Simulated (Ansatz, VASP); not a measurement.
# Hg: VASP beside Ansatz

Contents of INCAR:

```
ALGO = Normal ; EDIFF = 1E-6
ENCUT = 520 ; GGA = CA
ISIF = 2 ; ISMEAR = 0
LASPH = T ; LCHARG = F
LREAL = F ; LWAVE = F
NBANDS = 12 ; NELM = 60
PREC = Accurate ; SIGMA = 0.1
```

Contents of KPOINTS:

```
k-points
0
Gamma
  11 11 11
```

The input POSCAR:

```
Hg
1.0
    1.7463233735      1.0082402698      2.1478810803
   -1.7463233735      1.0082402698      2.1478810803
    0.0000000000     -2.0164805396      2.1478810803
Hg
1
Direct
    0.0000000000      1.0000000000      0.0000000000
```

Input for Ansatz:

```yaml
crystal:
  lattice:
    - [1.7463233735, 1.0082402698, 2.1478810803]
    - [-1.7463233735, 1.0082402698, 2.1478810803]
    - [0.0, -2.0164805396, 2.1478810803]
  atoms:
    - { symbol: Hg, position: [0.0, 1.0, 0.0] }
hamiltonian:
  xc: lda
  pseudopotentials:
    kind: paw
    azcp:
      Hg: "pseudopotentials/Hg.paw.azcp"
basis:
  ecutwfc: 420
  fft_grid_basis: typed
kpoints:
  mp_grid: { grid: [11, 11, 11], shift: [0, 0, 0] }
magnetization:
  spin_polarized: false
scf:
  occupations: { method: gaussian, width: 0.1 }
  lower_state_search: "off"
output:
  stress: true
```

Alike in both runs: task single point; functional LDA; k mesh 11 × 11 × 11; occupations gaussian, width 0.1 eV; no spin polarisation.

|  | VASP | Ansatz |
| --- | --- | --- |
| version | VASP 6.6.1 | Ansatz 0.2.0 |
| potentials or method | VASP PAW LDA potentials, release 64 (Hg), cutoff 520 eV | plane waves (420 eV) with PAW, scalar-relativistic |
| valence electrons in the cell | 12 | 20 |

```tsv
	VASP	Ansatz	Ansatz less VASP
pressure (GPa)	0.9	0.1	-0.74
traceless stress, the component that is largest in VASP (GPa)	0.43	0.09	-0.341
```

Ansatz warns that its potentials were made for another functional, while VASP's fit it. LDA's correlation is that of Perdew and Zunger in VASP and of Perdew and Wang (1992) in Ansatz. VASP's potentials hold 12 valence electrons a cell and Ansatz's 20, so a difference there can come from the potentials and not from the codes.

Spin-orbit coupling is off throughout.
